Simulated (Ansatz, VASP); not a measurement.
**Two plane-wave programs on InSe**

File INCAR:

```
SYSTEM = InSe
PREC = Accurate
ENCUT = 520
EDIFF = 1E-6
ISMEAR = 0
SIGMA = 0.1
LREAL = .FALSE.
LASPH = .TRUE.
NELM = 100
ALGO = Normal
ISIF = 2
LWAVE = .FALSE.
LCHARG = .FALSE.
GGA = PE
NBANDS = 27
```

Contents of KPOINTS:

```
Automatic mesh
0
G
  6 6 6
  0 0 0
```

POSCAR

```
InSe
1.0
    2.0606634180      1.1897245791      7.3529350765
   -2.0606634180      1.1897245791      7.3529350765
    0.0000000000     -2.3794491582      7.3529350765
In Se
2 2
Direct
    0.5000000000      0.5000000000      0.5000000000
    0.0000000000      0.0000000000      0.0000000000
    0.7630570253      0.7630570253      0.7630570253
    0.2369429747      0.2369429747      0.2369429747
```

Input for Ansatz:

```yaml
crystal:
  lattice:
    - [2.060663418, 1.1897245791, 7.3529350765]
    - [-2.060663418, 1.1897245791, 7.3529350765]
    - [0.0, -2.3794491582, 7.3529350765]
  atoms:
    - { symbol: In, position: [0.5, 0.5, 0.5] }
    - { symbol: In, position: [0.0, 0.0, 0.0] }
    - { symbol: Se, position: [0.7630570253, 0.7630570253, 0.7630570253] }
    - { symbol: Se, position: [0.2369429747, 0.2369429747, 0.2369429747] }
basis:
  ecutwfc: 420
kpoints:
  mp_grid: { grid: [6, 6, 6] }
hamiltonian:
  xc: pbe
scf:
  occupations: { method: gaussian, width: 0.1 }
  lower_state_search: "off"
output:
  forces: true
  stress: true
  eigenvalues: true
```

Change from the starting cell: the structure that the rattled cell fell into.

Alike in both runs: task single point; functional PBE; k mesh 6 × 6 × 6; occupations gaussian, width 0.1 eV; no spin polarisation.

```csv
,VASP,Ansatz
version,VASP 6.6.1,Ansatz 0.2.0
potentials or method,"VASP PAW PBE potentials, release 64 (In_d, Se), cutoff 520 eV","scalar-relativistic, plane waves, PAW"
valence electrons in the cell,38,58
```

```csv
,VASP,Ansatz,Ansatz less VASP
gap on the k mesh at the Fermi level (eV),none,none,-
pressure (GPa),0.1,0.1,-0.02
"traceless stress, the component that is largest in VASP (GPa)",0.07,0.07,+0.003
```

A gap of «none» marks a metal or a gap that the smearing closes. VASP's potentials hold 38 valence electrons a cell and Ansatz's 58, so a difference there can come from the potentials and not from the codes.
